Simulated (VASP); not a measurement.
A run of VASP 6.6.1 is set up as follows.

Contents of INCAR:

```
SYSTEM = In
  PREC = Accurate
  ENCUT = 520
  EDIFF = 1E-7
  ISMEAR = 0
  SIGMA = 0.15
  LREAL = .False.
  LASPH = .True.
  NELM = 80
  ALGO = Fast
  ISIF = 2
  LWAVE = .False.
  LCHARG = .False.
  GGA = PE
  NBANDS = 12
```

File KPOINTS:

```
regular mesh
0
Gamma
  20 20 20
  0 0 0
```

The input POSCAR:

```
In
1.0
   -1.6951069690      1.6951069690      2.3920932114
    1.6951069690     -1.6951069690      2.3920932114
    1.6951069690      1.6951069690     -2.3920932114
In
1
Direct
    0.0000000000      0.0000000000      0.0000000000
```

Potentials or basis: VASP PAW PBE potentials, release 64 (In_d).

Launch:

```sh
$ cat potpaw_PBE.64/In_d/POTCAR > POTCAR
$ mpirun -np 1 vasp_std > vasp.out
```

Q: Estimate the pressure.

A: -0.1 GPa.

Q: What does it give for the band gap on the k mesh?

A: Zero (an odd number of electrons rules out a gap without spin polarisation).

Caveat: spin-orbit coupling is left out, which moves the levels of the heavy elements.
